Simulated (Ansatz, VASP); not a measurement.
# Two plane-wave programs on CO2

```
C O
1.0
     5.49049    0.00000    0.00000
     0.00000    5.49049    0.00000
     0.00000    0.00000    6.19437
C O
4 8
Direct
  0.00000 0.00000 0.00000
  0.50000 0.00000 0.50000
  0.50000 0.50000 0.00000
  0.00000 0.50000 0.50000
  0.11148 0.11148 0.11148
  0.38852 0.88852 0.61148
  0.61148 0.38852 0.88852
  0.88852 0.61148 0.38852
  0.88852 0.88852 0.88852
  0.61148 0.11148 0.38852
  0.38852 0.61148 0.11148
  0.11148 0.38852 0.61148
```

Alike in both runs: task single point; functional PBE; k mesh 4 × 4 × 4; occupations gaussian, width 0.05 eV; no spin polarisation.

|  | VASP | Ansatz |
| --- | --- | --- |
| version | VASP 6.6.1 | Ansatz 0.2.0 |
| potentials or method | VASP PAW PBE potentials, release 64 (C, O), cutoff 520 eV | scalar-relativistic, plane waves, PAW |
| valence electrons in the cell | 64 | 64 |

VASP gave:

| Property | Result |
| --- | --- |
| gap on the k mesh at the Fermi level (eV) | 7.10 |
| least direct gap on the mesh (eV) | 7.10 |
| pressure (GPa) | 22.7 |
| traceless stress, the component that is largest in VASP (GPa) | 3.18 |
| rms of the force components (eV/Å) | 4.162 |

Question: What did Ansatz give for the same quantities?

Answer: gap on the k mesh at the Fermi level (eV): 7.11; least direct gap on the mesh (eV): 7.11; pressure (GPa): 20.5; traceless stress, the component that is largest in VASP (GPa): 2.77; rms of the force components (eV/Å): 3.686.

Atom by atom the forces differ by 0.476 eV/Å (rms over components).

Noted on VASP's run: the standard files for N, O and F lose accuracy on very short bonds.
